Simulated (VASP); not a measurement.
A run of VASP 6.6.1:

File INCAR:

```
PREC = Accurate
ENCUT = 520
EDIFF = 1E-6
ISMEAR = 0
SIGMA = 0.05
LREAL = False
LASPH = True
NELM = 150
ALGO = Normal
ISIF = 2
LWAVE = False
LCHARG = True
LNONCOLLINEAR = True
MAGMOM = 0 0 0 0 0 0 0 0 0 0 0 0
LORBIT = 11
LSORBIT = True
GGA_COMPAT = False
LORBMOM = True
LMAXMIX = 4
LDAU = True
LDAUTYPE = 2
LDAUL = 2 -1
LDAUU = 4 0
LDAUJ = 0 0
LDAUPRINT = 1
LVHAR = True
NBANDS = 46
```

File KPOINTS:

```
Automatic mesh
0
Gamma
  7 7 4
```

File POSCAR:

```
TaN
1.0
    3.0480018400      0.0000000000      0.0000000000
   -1.5240009200      2.6396470300      0.0000000000
    0.0000000000      0.0000000000      4.9179997800
Ta N
2 2
Direct
    0.0000000000      0.0000000000      0.0000000000
    0.0000000000      0.0000000000      0.5000000000
    0.3333333333      0.6666666667      0.2500000000
    0.6666666667      0.3333333333      0.7500000000
```

Potentials or basis: VASP PAW LDA potentials, release 64 (Ta_pv, N).

Run with:

```bash
$ cat potpaw_LDA.64/Ta_pv/POTCAR potpaw_LDA.64/N/POTCAR > POTCAR
$ mpirun -np 1 vasp_ncl > vasp.out
```

Hardware: 1 thread of Intel(R) Xeon(R) Platinum 8375C CPU @ 2.90GHz (Ice Lake) (shared host).

How long does it take, and how much memory?

Run time: 2.7 min on 1 thread of Intel(R) Xeon(R) Platinum 8375C CPU @ 2.90GHz (Ice Lake) (shared host), peak memory 0.24 GiB. Counts: scf iterations 14, k points 24.
